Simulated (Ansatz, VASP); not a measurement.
# One calculation of TiCo, two programs

Contents of INCAR:

```
PREC = Accurate
ENCUT = 520
EDIFF = 1E-7
ISMEAR = 0
SIGMA = 0.1
LREAL = F
LASPH = T
NELM = 150
ALGO = Normal
ISIF = 2
LWAVE = F
LCHARG = F
ISPIN = 2
MAGMOM = 0 1.07
LORBIT = 11
LMAXMIX = 4
GGA = PE
NBANDS = 22
```

KPOINTS

```
Automatic mesh
0
Gamma
  18 18 18
```

File POSCAR:

```
TiCo
1.0
    3.0437483482      0.0000000000      0.0000000000
    0.0000000000      3.0437483482      0.0000000000
    0.0000000000      0.0000000000      3.0437483482
Ti Co
1 1
Direct
    0.0000000000      0.0000000000      0.0000000000
    0.5000000000      0.5000000000      0.5000000000
```

Input for Ansatz:

```yaml
crystal:
  lattice:
    - [3.0437483482, 0.0, 0.0]
    - [0.0, 3.0437483482, 0.0]
    - [0.0, 0.0, 3.0437483482]
  atoms:
    - { symbol: Ti, position: [0.0, 0.0, 0.0] }
    - { symbol: Co, position: [0.5, 0.5, 0.5], spin: 1.07 }
basis:
  ecutwfc: 420
kpoints:
  mp_grid: { grid: [18, 18, 18] }
hamiltonian:
  xc: pbe
scf:
  occupations: { method: gaussian, width: 0.1 }
output:
  forces: true
  stress: true
  eigenvalues: true
  populations: true
magnetization:
  spin_polarized: true
```

Alike in both runs: task single point; functional PBE; k mesh 18 × 18 × 18; occupations gaussian, width 0.1 eV; collinear spin.

|  | VASP | Ansatz |
| --- | --- | --- |
| version | VASP 6.6.1 | Ansatz 0.2.0 |
| potentials or method | VASP PAW PBE potentials, release 64 (Ti_sv, Co), cutoff 520 eV | scalar-relativistic, plane waves, PAW |
| valence electrons in the cell | 21 | 29 |

VASP gave:

* gap on the k mesh at the Fermi level (eV): none
* pressure (GPa): -8.9
* net moment per atom (μB): 0.45
* size of the moment on the site where the two differ most (μB): 1.04

Question: Which values does Ansatz return?

Answer: gap on the k mesh at the Fermi level (eV): none; pressure (GPa): -8.6; net moment per atom (μB): 0.45; size of the moment on the site where the two differ most (μB): 1.07.

Site moments also hang on the region over which each program counts them. A gap of «none» marks a metal or a gap that the smearing closes. VASP's potentials hold 21 valence electrons a cell and Ansatz's 29, so a difference there can come from the potentials and not from the codes.
